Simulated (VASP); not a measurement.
Write the native input for VASP 6.6.1 that does the following.

- Task: single point
- Functional: PBE
- Potentials or basis: VASP PAW PBE potentials, release 64 (Co, Si)
- Cutoff: 520 eV
- k mesh: 10 × 10 × 8
- Occupations: fermi-dirac, width 0.08 eV
- Spin: no spin polarisation
- Dipole correction: no
- Further INCAR settings: ALGO = Normal; EDIFF = 1e-06; NBANDS = 16

The structure of CoSi2 (AlB2 type) lies in POSCAR:

```
CoSi2
1.0
    3.8460555899      0.0000000001      0.0000000000
   -1.9230277950      3.3307818452      0.0000000000
    0.0000000000      0.0000000000      2.3500466563
Co Si
1 2
Direct
    0.0000000000      0.0000000000      0.0000000000
    0.3333333333      0.6666666667      0.5000000000
    0.6666666667      0.3333333333      0.5000000000
```

This cell differs from its parent crystal: volume scaled by 0.8.

These files were run (other wordings do the same):

INCAR

```
SYSTEM = CoSi2
ALGO = Normal
EDIFF = 1E-6
ENCUT = 520
GGA = PE
ISIF = 2
ISMEAR = -1
LASPH = .TRUE.
LCHARG = .FALSE.
LREAL = .FALSE.
LWAVE = .FALSE.
NBANDS = 16
NELM = 60
PREC = Accurate
SIGMA = 0.08
```

KPOINTS

```
k-points
0
G
  10 10 8
  0 0 0
```

Potentials or basis: VASP PAW PBE potentials, release 64 (Co, Si).

Run with:

```console
$ cat potpaw_PBE.64/Co/POTCAR potpaw_PBE.64/Si/POTCAR > POTCAR
$ mpirun -np 1 vasp_std > vasp.out
```

It gave:

- Pressure: 53.8 GPa

Wall time 60 s on 1 thread of Intel(R) Xeon(R) Platinum 8488C (Sapphire Rapids), on a shared host, peak memory 0.16 GiB.
